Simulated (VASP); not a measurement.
A run of VASP 6.6.1:

Contents of INCAR:

```
SYSTEM = Ir
PREC = Accurate
ENCUT = 520
EDIFF = 1E-8
ISMEAR = -1
SIGMA = 0.05
LREAL = .False.
LASPH = .True.
NELM = 100
ALGO = Normal
ISIF = 2
LWAVE = .False.
LCHARG = .False.
GGA = PS
LEFG = .True.
NBANDS = 10
```

Contents of KPOINTS:

```
regular mesh
0
Gamma
  15 15 15
  0 0 0
```

File POSCAR:

```
Ir
1.0
   -0.0575910000      1.8909045000      1.8909045000
    1.8909045000     -0.0575910000      1.8909045000
    1.8909045000      1.8909045000     -0.0575910000
Ir
1
Direct
    0.0000000000      0.0000000000      0.0000000000
```

Potentials or basis: VASP PAW PBE potentials, release 64 (Ir).

Run with:

```console
$ cat potpaw_PBE.64/Ir/POTCAR > POTCAR
$ mpirun -np 1 vasp_std > vasp.out
```

Hardware: 1 thread of Intel(R) Xeon(R) 6975P-C (Granite Rapids) (shared host).

Problem. How long does it take, and how much memory?

Solution. Wall time 17 s on 1 thread of Intel(R) Xeon(R) 6975P-C (Granite Rapids), on a shared host, peak memory 0.16 GiB. Counts: scf iterations 14, k points 344.
